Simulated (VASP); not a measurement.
Here is a VASP 6.6.1 calculation.

INCAR

```
SYSTEM = CdH2
PREC     = Accurate       ! precision mode
ENCUT    = 600            ! plane-wave cutoff, eV
EDIFF    = 1E-6           ! SCF threshold, eV
ISMEAR   = -1             ! smearing method
SIGMA    = 0.03           ! smearing width, eV
LREAL    = .False.        ! projectors in reciprocal space
LASPH    = .True.         ! aspherical terms in the spheres
NELM     = 80             ! most SCF steps
ALGO     = Normal         ! electronic algorithm
ISIF     = 3              ! what is computed and relaxed
LWAVE    = .False.        ! write WAVECAR
LCHARG   = .False.        ! write CHGCAR
GGA      = PS             ! functional
IBRION   = 2              ! ionic algorithm
NSW      = 100            ! ionic steps
EDIFFG   = -0.01          ! ionic threshold
```

Contents of KPOINTS:

```
Automatic mesh
0
Gamma
  8 8 8
  0 0 0
```

The input POSCAR:

```
CdH2
1.0
   -1.7686853900      1.7686853900      4.4394003289
    1.7686853900     -1.7686853900      4.4394003289
    1.7686853900      1.7686853900     -4.4394003289
Cd H
2 4
Direct
    0.7500000000      0.2500000000      0.5000000000
    0.0000000000      0.0000000000      0.0000000000
    0.5420000000      0.0420000000      0.5000000000
    0.7920000000      0.7920000000      0.0000000000
    0.2080000000      0.2080000000      0.0000000000
    0.9580000000      0.4580000000      0.5000000000
```

Potentials or basis: VASP PAW PBE potentials, release 64 (Cd, H).

The run is started by

```console
$ cat potpaw_PBE.64/Cd/POTCAR potpaw_PBE.64/H/POTCAR > POTCAR
$ mpirun -np 1 vasp_std > vasp.out
```

Q: Estimate the relaxed volume.

A: 12.81 Å³/atom.

Q: What does it give for the relaxed cell?

A: a = 6.038 Å, b = 6.038 Å, c = 6.038 Å, α = 143.66°, β = 143.66°, γ = 52.34°.

Final structure:
```cif
data_structure
_symmetry_space_group_name_H-M 'P 1'
_symmetry_Int_Tables_number 1
_cell_length_a 6.0383
_cell_length_b 6.0383
_cell_length_c 6.0383
_cell_angle_alpha 143.659
_cell_angle_beta 143.659
_cell_angle_gamma 52.338
_cell_volume 76.86
loop_
_atom_site_label
_atom_site_type_symbol
_atom_site_fract_x
_atom_site_fract_y
_atom_site_fract_z
_atom_site_occupancy
Cd1 Cd 0.75000 0.25000 0.50000 1
Cd2 Cd 0.00000 0.00000 0.00000 1
H1 H 0.53304 0.03304 0.50000 1
H2 H 0.78304 0.78304 0.00000 1
H3 H 0.21696 0.21696 0.00000 1
H4 H 0.96696 0.46696 0.50000 1
```

Caveat: the volume moved by over 15 % at a fixed basis, so the end points are rough; the PAW data sets were made with another functional, which shifts forces and pressure a little.
